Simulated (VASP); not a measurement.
# AlNi (Imma) in VASP: a series of runs

AlNi is run at these levels: PBEsol; tasks: single point.

Everything below comes from runs of VASP 6.6.1. Logs are shortened: lines on timing, memory, paths and dates and some standing lists are left out, and cuts for length are marked.

## Step 1: The cell of the first run

Symmetry: Imma, No. 74, orthorhombic system. The conventional cell has a = 4.048 Å, b = 5.724 Å, c = 4.048 Å, α = 90.00°, β = 90.00°, γ = 90.00°. Al (site symmetry mm2) has 8 Ni at 2.30 to 2.67 Å and 4 Al at 2.56 to 2.90 Å within 3.0 Å. Ni (site symmetry 2/m) has 8 Al at 2.30 to 2.67 Å and 6 Ni at 2.86 Å within 3.0 Å.

## Step 2: Single point, PBEsol (atoms displaced along a vibrational mode)

INCAR

```
ALGO = Normal
EDIFF = 1E-6
ENCUT = 600
GGA = PS
GGA_COMPAT = F
ISIF = 2
ISMEAR = 0
LASPH = T
LCHARG = F
LREAL = F
LWAVE = F
NBANDS = 21
NELM = 120
PREC = Accurate
SIGMA = 0.15
```

KPOINTS

```
k-points
0
Gamma
  18 18 18
```

POSCAR

```
AlNi
1.0
   -2.8621655520      0.0000000000     -2.8621655520
    0.0000000000     -2.8621655520     -2.8621655520
   -2.8621655520     -2.8621655520      0.0000000000
Al Ni
2 2
Direct
    0.5000000000      0.5000000000      0.4444130597
    0.0000000000      0.0000000000      0.0555869403
    0.2500000000      0.2500000000      0.2500000000
    0.7500000000      0.7500000000      0.7500000000
```

Potentials or basis: VASP PAW PBE potentials, release 64 (Al, Ni).

On the command line:

```console
cat potpaw_PBE.64/Al/POTCAR potpaw_PBE.64/Ni/POTCAR > POTCAR
mpirun -np 1 vasp_std > vasp.out
```

OUTCAR:

```text
EDIFF = 1E-6
   ENCUT = 600
   GGA = PS
   ISIF = 2
   ISMEAR = 0
   LASPH = T
   LREAL = F
   NELM = 120
   PREC = Accurate

 ion  position               nearest neighbor table
   1  0.500  0.500  0.444-   3 2.30   4 2.30   3 2.49   3 2.49   4 2.49   4 2.49   2 2.56   2 2.56
                             4 2.67   3 2.67   2 2.90   2 2.90   2 3.20   2 3.20
   2  0.000  0.000  0.056-   4 2.30   3 2.30   4 2.49   4 2.49   3 2.49   3 2.49   1 2.56   1 2.56
                             4 2.67   3 2.67   1 2.90   1 2.90   1 3.20   1 3.20
   3  0.250  0.250  0.250-   1 2.30   2 2.30   2 2.49   2 2.49   1 2.49   1 2.49   2 2.67   1 2.67
                             4 2.86   4 2.86   4 2.86   4 2.86   4 2.86   4 2.86
   4  0.750  0.750  0.750-   1 2.30   2 2.30   1 2.49   1 2.49   2 2.49   2 2.49   2 2.67   1 2.67
                             3 2.86   3 2.86   3 2.86   3 2.86   3 2.86   3 2.86

  LATTYP: Found a face centered cubic cell.
 ALAT       =     5.7243311040

  Lattice vectors:

 A1 = (  -2.8621655520,   0.0000000000,  -2.8621655520)
 A2 = (   0.0000000000,  -2.8621655520,  -2.8621655520)
 A3 = (  -2.8621655520,  -2.8621655520,   0.0000000000)

Analysis of symmetry for initial positions (statically):
=====================================================================
 Subroutine PRICEL returns:
 Original cell was already a primitive cell.

 Routine SETGRP: Setting up the symmetry group for a
 face centered cubic supercell.

 Subroutine GETGRP returns: Found  8 space group operations
 (whereof  4 operations were pure point group operations)
 out of a pool of 48 trial point group operations.

The static configuration has the point symmetry C_2v.
 The point group associated with its full space group is D_2h.

Analysis of symmetry for dynamics (positions and initial velocities):
=====================================================================
 Subroutine PRICEL returns:
 Original cell was already a primitive cell.

 Routine SETGRP: Setting up the symmetry group for a
 face centered cubic supercell.

 Subroutine GETGRP returns: Found  8 space group operations
 (whereof  4 operations were pure point group operations)
 out of a pool of 48 trial point group operations.

The dynamic configuration has the point symmetry C_2v.
 The point group associated with its full space group is D_2h.

 Subroutine INISYM returns: Found  8 space group operations
 (whereof  4 operations are pure point group operations),
 and found     1 'primitive' translations

----------------------------------------------------------------------------------------

                                     Primitive cell

  volume of cell :      46.8937

  direct lattice vectors                    reciprocal lattice vectors
    -2.862165552  0.000000000 -2.862165552    -0.174692900  0.174692900 -0.174692900
     0.000000000 -2.862165552 -2.862165552     0.174692900 -0.174692900 -0.174692900
    -2.862165552 -2.862165552  0.000000000    -0.174692900 -0.174692900  0.174692900

  length of vectors
     4.047713341  4.047713341  4.047713341     0.302576978  0.302576978  0.302576978

  position of ions in fractional coordinates (direct lattice)
     0.500000000  0.500000000  0.444413060
     0.000000000  0.000000000  0.055586940
     0.250000000  0.250000000  0.250000000
     0.750000000  0.750000000  0.750000000

  ion indices of the primitive-cell ions
   primitive index   ion index
                 1           1
                 2           2
                 3           3
                 4           4

----------------------------------------------------------------------------------------

 KPOINTS: k-points

Automatic generation of k-mesh.
 Grid dimensions read from file:
 generate k-points for:   18   18   18

 Generating k-lattice:

  Cartesian coordinates                     Fractional coordinates (reciprocal lattice)
    -0.009705161  0.009705161 -0.009705161     0.055555556  0.000000000  0.000000000
     0.009705161 -0.009705161 -0.009705161     0.000000000  0.055555556  0.000000000
    -0.009705161 -0.009705161  0.009705161     0.000000000  0.000000000  0.055555556

  Length of vectors
     0.016809832  0.016809832  0.016809832

  Shift w.r.t. Gamma in fractional coordinates (k-lattice)
     0.000000000  0.000000000  0.000000000

 Subroutine IBZKPT returns following result:
 ===========================================

 Found    865 irreducible k-points:

 Following reciprocal coordinates:
            Coordinates               Weight
  0.000000  0.000000  0.000000      1.000000
  0.055556  0.000000  0.000000      4.000000
  0.000000  0.000000  0.055556      4.000000
  0.111111  0.000000  0.000000      4.000000
  0.000000  0.000000  0.111111      4.000000
  0.166667  0.000000  0.000000      4.000000
[... 16 lines left out ...]
  0.000000  0.111111  0.055556      8.000000
  0.055556  0.000000  0.111111      8.000000
 [... further k-points ...]
   k-points           NKPTS =    865   k-points in BZ     NKDIM =    865   number of bands    NBANDS=     21
   number of dos      NEDOS =    301   number of ions     NIONS =      4
   total plane-waves  NPLWV =  32768
   dimension x,y,z NGX =    32 NGY =   32 NGZ =   32
   dimension x,y,z NGXF=    64 NGYF=   64 NGZF=   64
   ions per type =               2   2
   NGX,Y,Z   is equivalent  to a cutoff of  13.14, 13.14, 13.14 a.u.
   NGXF,Y,Z  is equivalent  to a cutoff of  26.29, 26.29, 26.29 a.u.
 SYSTEM =  unknown system
   PREC   = accura    normal or accurate (medium, high low for compatibility)
   ISTART =      0    job   : 0-new  1-cont  2-samecut
   ICHARG =      2    charge: 1-file 2-atom 10-const
   ISPIN  =      1    spin polarized calculation?
   LNONCOLLINEAR =      F non collinear calculations
   LSORBIT =      F    spin-orbit coupling
   LASPH  =      T    aspherical Exc in radial PAW
   ENCUT  =  600.0 eV  44.10 Ry    6.64 a.u.   8.08  8.08  8.08*2*pi/ulx,y,z
   NELM   =    120;   NELMIN=  2; NELMDL= -5     # of ELM steps
   EDIFF  = 0.1E-05   stopping-criterion for ELM
   LREAL  =      F    real-space projection
   EDIFFG = 0.1E-04   stopping-criterion for IOM
   NSW    =      0    number of steps for IOM
   IBRION =     -1    ionic relax: 0-MD 1-quasi-New 2-CG
   NFREE  =      0    steps in history (QN), initial steepest desc. (CG)
   ISIF   =      2    stress and relaxation
   ISYM   =      2    0-nonsym 1-usesym 2-fastsym
   POTIM  = 0.5000    time-step for ionic-motion
   TEBEG  =    0.0;   TEEND  =   0.0 temperature during run
   PSTRESS=    0.0 pullay stress
   NELECT =      26.0000    total number of electrons
   NUPDOWN=      -1.0000    fix difference up-down
   EMIN   =  10.00;   EMAX   =-10.00  energy-range for DOS
   EFERMI =   0.00;   METHOD = LEGACY
   ISMEAR =     0;   SIGMA  =   0.15  broadening in eV -4-tet -1-fermi 0-gaus
   EFERMI_NEDOS =   21; number of points for ismear=-14 and -15
   IALGO  =     38    algorithm
   IMIX   =      4    mixing-type and parameters
     AMIX     =   0.40;   BMIX     =  1.00
     AMIX_MAG =   1.60;   BMIX_MAG =  1.00
  volume/ion in A,a.u.               =      11.72        79.11
  Fermi-wavevector in a.u.,A,eV,Ry     =   1.344914  2.541519 24.610134  1.808794
  Thomas-Fermi vector in A             =   2.472869
   LORBIT       =      0    0 simple, 1 ext, 2 COOP (PROOUT), +10 PAW based schemes
   GGA     = PS    functional components
   LHFCALC =     F    Hartree Fock is set to
   AEXX    =    0.0000 exact exchange contribution
   IVDW    =     0    specifies the selected vdW correction
   LEPSILON=     F    determine dielectric tensor
   LRPA    =     F    only Hartree local field effects (RPA)
 non-spin polarized calculation
 Gauss-broadening in eV      SIGMA  =   0.15
  energy-cutoff  :      600.00
  volume of cell :       46.89
 maximum number of plane-waves:      1588
   NGX = 17   NGY = 17   NGZ = 17

 number of electron      25.9999992 magnetization

 Free energy of the ion-electron system (eV)
  ---------------------------------------------------
  ext. energy  EPLUGINS =         0.00000000
  ---------------------------------------------------
  free energy    TOTEN  =       -22.56215804 eV

  energy without entropy =      -22.54442294  energy(sigma->0) =      -22.55329049

 E-fermi :  10.1131     XC(G=0): -12.2402

 val. band max:       10.1104799143   @ k =   0.3889   0.3333   0.0556
 cond. band min:      10.1131865333   @ k =   0.1111   0.4444   0.3333
 fundamental gap:      0.0027066190
 Fermi energy:        10.1130874189

 k-point     1 :       0.0000    0.0000    0.0000
  band No.  band energies     occupation
      1      -1.1889      2.00000
      2       5.6954      2.00000
      3       5.9048      2.00000
      4       5.9634      2.00000
      5       6.8002      2.00000
      6       6.9302      2.00000
[... 13 lines left out ...]
     20      16.0496      0.00000
     21      16.3473      0.00000

 k-point     2 :       0.0556    0.0000    0.0000
  band No.  band energies     occupation
      1      -1.1458      2.00000
      2       5.6753      2.00000
      3       5.9215      2.00000
      4       5.9636      2.00000
      5       6.8051      2.00000
      6       6.9319      2.00000
[... 13 lines left out ...]
     20      15.9086      0.00000
     21      16.1502      0.00000

 k-point     3 :       0.0000    0.0000    0.0556
  band No.  band energies     occupation
      1      -1.1462      2.00000
      2       5.7116      2.00000
      3       5.8797      2.00000
      4       5.9703      2.00000
      5       6.8029      2.00000
      6       6.9359      2.00000
[... 13 lines left out ...]
     20      15.8839      0.00000
     21      16.3407      0.00000
[... 457 lines left out ...]
 k-point    23 :       0.0000    0.1111    0.0556
  band No.  band energies     occupation
      1      -1.0315      2.00000
      2       5.6034      2.00000
      3       5.9436      2.00000
      4       6.0083      2.00000
      5       6.8186      2.00000
      6       6.9318      2.00000
[... 13 lines left out ...]
     20      16.0875      0.00000
     21      16.1660      0.00000

 k-point    24 :       0.0556    0.0000    0.1111
  band No.  band energies     occupation
      1      -1.0327      2.00000
      2       5.6926      2.00000
      3       5.8501      2.00000
      4       6.0162      2.00000
      5       6.8132      2.00000
      6       6.9428      2.00000
[... 13 lines left out ...]
     20      16.0935      0.00000
     21      16.5223      0.00000

 [... further k-points ...]

------------------------ aborting loop because EDIFF is reached ----------------------------------------

  FORCE on cell =-STRESS in cart. coord.  units (eV):
  Direction    XX          YY          ZZ          XY          YZ          ZX
  --------------------------------------------------------------------------------------
  -------------------------------------------------------------------------------------
  Total        1.9361967      1.9361967      1.2334156      0.7275380      0.0000000      0.0000000
  in kB       66.1524320     66.1524320     42.1410916     24.8571901      0.0000000      0.0000000
  external PRESSURE =      58.1486518 kB  Pullay stress =       0.0000000 kB

 VOLUME and BASIS-vectors are now :
 -----------------------------------------------------------------------------
  energy-cutoff  :      600.00
  volume of cell :       46.89
      direct lattice vectors                 reciprocal lattice vectors
    -2.862165552  0.000000000 -2.862165552    -0.174692900  0.174692900 -0.174692900
     0.000000000 -2.862165552 -2.862165552     0.174692900 -0.174692900 -0.174692900
    -2.862165552 -2.862165552  0.000000000    -0.174692900 -0.174692900  0.174692900

 POSITION                                       TOTAL-FORCE (eV/Angst)
 -----------------------------------------------------------------------------------
     -2.70307     -2.70307     -2.86217        -2.024514     -2.024514     -0.000000
     -0.15910     -0.15910      0.00000         2.024514      2.024514      0.000000
     -1.43108     -1.43108     -1.43108        -0.000000     -0.000000     -0.000000
     -4.29325     -4.29325     -4.29325        -0.000000     -0.000000      0.000000
 -----------------------------------------------------------------------------------
    total drift:                                0.000000      0.000000     -0.000000

  FREE ENERGIE OF THE ION-ELECTRON SYSTEM (eV)
  ---------------------------------------------------
  free  energy   TOTEN  =       -22.5621580443 eV

  energy  without entropy=      -22.5444229406  energy(sigma->0) =      -22.55329049
```

Wall time 9.1 min (1 thread of Intel Xeon Platinum 8375C at 2.90GHz (Ice Lake), shared host); peak memory 0.92 GiB.

Results:

```
Free energy            : -22.5622 eV
Pressure               : 5.8 GPa
Largest force          : 2.863 eV/Å
Band gap on the k mesh : zero (bands 13 and 14 overlap by 2.56 eV)
```

Forces on the atoms (eV/Å):
```
Al  -2.025 -2.025  0.000
Al   2.025  2.025  0.000
Ni   0.000  0.000  0.000
Ni   0.000  0.000  0.000
```

Stress tensor (GPa, compression positive):
```
6.62 2.49 0.00
2.49 6.62 0.00
0.00 0.00 4.21
```

Caveat: the cell differs from its parent crystal (atoms displaced along a vibrational mode); the cell stands under pressure; the PAW data sets were made with another functional, which shifts forces and pressure a little. Spin polarisation is off, so any magnetic state and its effect on volume and gap are missing.

## Step 3: Single point, PBEsol (atoms displaced along a vibrational mode)

INCAR

```
SYSTEM = AlNi
PREC     = Accurate       ! precision mode
ENCUT    = 600            ! plane-wave cutoff, eV
EDIFF    = 1E-6           ! SCF threshold, eV
ISMEAR   = 0              ! smearing method
SIGMA    = 0.15           ! smearing width, eV
LREAL    = .FALSE.        ! projectors in reciprocal space
LASPH    = .TRUE.         ! aspherical terms in the spheres
NELM     = 120            ! most SCF steps
ALGO     = Normal         ! electronic algorithm
ISIF     = 2              ! what is computed and relaxed
LWAVE    = .FALSE.        ! write WAVECAR
LCHARG   = .FALSE.        ! write CHGCAR
GGA      = PS             ! functional
NBANDS   = 21             ! bands
GGA_COMPAT= .FALSE.
```

KPOINTS

```
regular mesh
0
G
  18 18 18
  0 0 0
```

Edit POSCAR of step 2 so:

```diff
@@ -8,4 +8,4 @@
 Direct
-    0.5000000000      0.5000000000      0.4444130597
-    0.0000000000      0.0000000000      0.0555869403
+    0.5000000000      0.5000000000      0.5741159204
+    0.0000000000      0.0000000000     -0.0741159204
     0.2500000000      0.2500000000      0.2500000000
```

Potentials or basis: VASP PAW PBE potentials, release 64 (Al, Ni).

On the command line:

```console
cat potpaw_PBE.64/Al/POTCAR potpaw_PBE.64/Ni/POTCAR > POTCAR
mpirun -np 1 vasp_std > vasp.out
```

Run time: 19 min. Hardware: 1 thread of Oxide Virtual Turin-like, shared host; peak memory 0.89 GiB.

Results (log left out):

- Free energy: -22.0478 eV
- Pressure: 10.3 GPa
- Largest force: 4.018 eV/Å
- Band gap on the k mesh: zero (bands 13 and 14 overlap by 2.45 eV)

Forces on the atoms (eV/Å):
```
Al   2.841  2.841  0.000
Al  -2.841 -2.841  0.000
Ni   0.000  0.000  0.000
Ni   0.000  0.000  0.000
```

Stress tensor (GPa, compression positive):
```
11.52  3.90  0.00
 3.90 11.52  0.00
 0.00  0.00  7.74
```

Levels at points of the mesh, in eV from the Fermi level:
| k point | band 11 | band 12 | band 13 | band 14 | band 15 | band 16 |
| --- | --- | --- | --- | --- | --- | --- |
| (0.00, 0.00, 0.00) | -0.98 | 1.35 | 1.58 | 1.94 | 3.78 | 4.15 |
| (0.50, 0.00, 0.00) | -1.94 | -1.94 | 1.75 | 1.75 | 3.19 | 3.19 |
| (0.00, 0.00, 0.50) | -1.93 | -1.82 | 1.74 | 2.03 | 2.61 | 2.85 |
| (0.50, 0.50, 0.00) | -2.03 | -1.44 | -1.03 | -0.65 | 1.47 | 2.58 |
| (0.00, 0.50, 0.50) | -2.01 | -1.54 | -1.07 | -0.64 | 1.50 | 2.56 |

Caveat: the cell differs from its parent crystal (atoms displaced along a vibrational mode); the cell stands under pressure; the PAW data sets were made with another functional, which shifts forces and pressure a little.

## Step 4: Single point, PBEsol (atoms displaced along a vibrational mode)

INCAR

```
SYSTEM = AlNi
PREC = Accurate ; ENCUT = 600
EDIFF = 1E-6 ; ISMEAR = 0
SIGMA = 0.15 ; LREAL = .False.
LASPH = .True. ; NELM = 120
ALGO = Normal ; ISIF = 2
LWAVE = .False. ; LCHARG = .True.
GGA = PS ; LELF = .True.
LVHAR = .True. ; NBANDS = 21
GGA_COMPAT = .False.
```

KPOINTS

```
Automatic mesh
0
Gamma
  18 18 18
  0 0 0
```

Edit POSCAR of step 3 so:

```diff
@@ -8,4 +8,4 @@
 Direct
-    0.5000000000      0.5000000000      0.5741159204
-    0.0000000000      0.0000000000     -0.0741159204
+    0.5000000000      0.5000000000      0.5370579602
+    0.0000000000      0.0000000000     -0.0370579602
     0.2500000000      0.2500000000      0.2500000000
```

On the command line:

```console
cat potpaw_PBE.64/Al/POTCAR potpaw_PBE.64/Ni/POTCAR > POTCAR
mpirun -np 1 vasp_std > vasp.out
```

Wall time 22 min (1 thread of Oxide Virtual Turin-like, shared host); peak memory 0.89 GiB.

It converged, with:

```yaml
Free_energy: -22.9126 eV
Pressure: 2.7 GPa
Largest_force: 1.829 eV/Å
Band_gap_on_the_k_mesh: zero (bands 13 and 14 overlap by 2.70 eV)
```

Forces in eV/Å, atoms in the order of the input:
```
Al   1.293  1.293  0.000
Al  -1.293 -1.293  0.000
Ni   0.000  0.000  0.000
Ni   0.000  0.000  0.000
```

Stress tensor (GPa, compression positive):
```
3.05 1.20 0.00
1.20 3.05 0.00
0.00 0.00 1.90
```

Levels at points of the mesh, in eV from the Fermi level:
```
           k point  band 9  band 10  band 11  band 12  band 13  band 14  band 15  band 16  band 17  band 18
(0.00, 0.00, 0.00)   -1.58    -1.02    -1.00     1.78     1.85     1.96     3.84     4.44     4.60     4.61
(0.50, 0.00, 0.00)   -2.23    -2.23    -2.05    -2.05     1.98     1.98     2.72     2.72     4.15     4.15
(0.00, 0.00, 0.50)   -2.21    -2.18    -2.05    -2.03     2.02     2.16     2.45     2.59     4.21     4.26
(0.50, 0.50, 0.00)   -2.27    -2.19    -2.10    -1.47    -1.04    -0.66     1.49     2.58     8.36    10.04
(0.00, 0.50, 0.50)   -2.34    -2.10    -2.09    -1.50    -1.05    -0.65     1.50     2.58     8.39     9.98
```

Caveat: the cell differs from its parent crystal (atoms displaced along a vibrational mode); the PAW data sets were made with another functional, which shifts forces and pressure a little.

## Step 5: Overview

```csv
cell,gap on the mesh (eV),pressure (GPa),largest force (eV/Å)
"as given, atomic positions A",none,5.8,2.86
"as given, atomic positions B",none,10.3,4.02
"as given, atomic positions C",none,2.7,1.83
```

Alike in all rows: task single point; level PBEsol; potentials or basis VASP PAW PBE potentials, release 64 (Al, Ni); no spin polarisation; k mesh 18 × 18 × 18; cutoff (eV) 600; smearing gaussian 0.15 eV.

Caveats: the PAW data sets were made with another functional, which shifts forces and pressure a little; the cell stands under pressure (at least some runs).

Absolute energies hang on the potentials; compare differences alone.
